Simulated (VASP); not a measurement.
SiO2: single point with LDA

Crystal: SiO2.

```
Si O
1.0
     4.32532    0.00000    0.00000
     0.00000    4.32532    0.00000
     0.00000    0.00000    2.77030
Si O
2 4
Direct
  0.50000 0.50000 0.50000
  0.00000 0.00000 0.00000
  0.69443 0.69443 0.00000
  0.19443 0.80557 0.50000
  0.30557 0.30557 0.00000
  0.80557 0.19443 0.50000
```

This cell differs from its parent crystal: volume 8.638 Å^3 an atom, c/a of the conventional cell 0.6405.

| Item | Value |
| --- | --- |
| Program | VASP 6.6.1 |
| Task | single point |
| Functional | LDA |
| Potentials or basis | VASP PAW LDA potentials, release 64 (Si, O) |
| Cutoff | 520 eV |
| k mesh | 6 × 6 × 10 |
| Occupations | gaussian, width 0.05 eV |
| Spin | no spin polarisation |
| Dipole correction | no |
| Further INCAR settings | ALGO = Normal; EDIFF = 1e-07; NBANDS = 25 |

The pressure is -30.8 GPa and the largest force is 0.652 eV/Å. The band gap on the k mesh is 3.75 eV, direct.

Forces in eV/Å, atoms in the order of the input:
```
Si   0.000  0.000  0.000
Si   0.000  0.000  0.000
O   -0.461 -0.461  0.000
O   -0.461  0.461  0.000
O    0.461  0.461  0.000
O    0.461 -0.461  0.000
```

Stress tensor (GPa, compression positive):
```
-28.83   0.00   0.00
  0.00 -28.83   0.00
  0.00   0.00 -34.71
```

Levels at points of the mesh, in eV from the valence-band top:
```tsv
k point	band 13	band 14	band 15	band 16	band 17	band 18	band 19	band 20
(0.00, 0.00, 0.00)	-2.45	-0.84	-0.84	0.00	3.75	5.94	7.37	7.37
(0.50, 0.00, 0.00)	-2.52	-2.52	-0.97	-0.97	6.17	6.17	8.01	8.01
(0.50, 0.50, 0.00)	-2.52	-2.52	-1.98	-1.98	5.98	5.98	8.83	8.83
(0.00, 0.00, 0.50)	-2.70	-2.70	-2.36	-2.36	7.47	7.47	11.31	11.31
(0.50, 0.00, 0.50)	-2.08	-2.08	-1.55	-1.55	7.37	7.37	8.55	8.55
(0.50, 0.50, 0.50)	-1.59	-1.59	-1.36	-1.36	5.73	5.73	9.95	9.95
```

Run time: 23 s on 1 thread of Intel(R) Xeon(R) 6975P-C (Granite Rapids), with other jobs on the host, peak memory 0.17 GiB.

 A k mesh can miss the band edges.
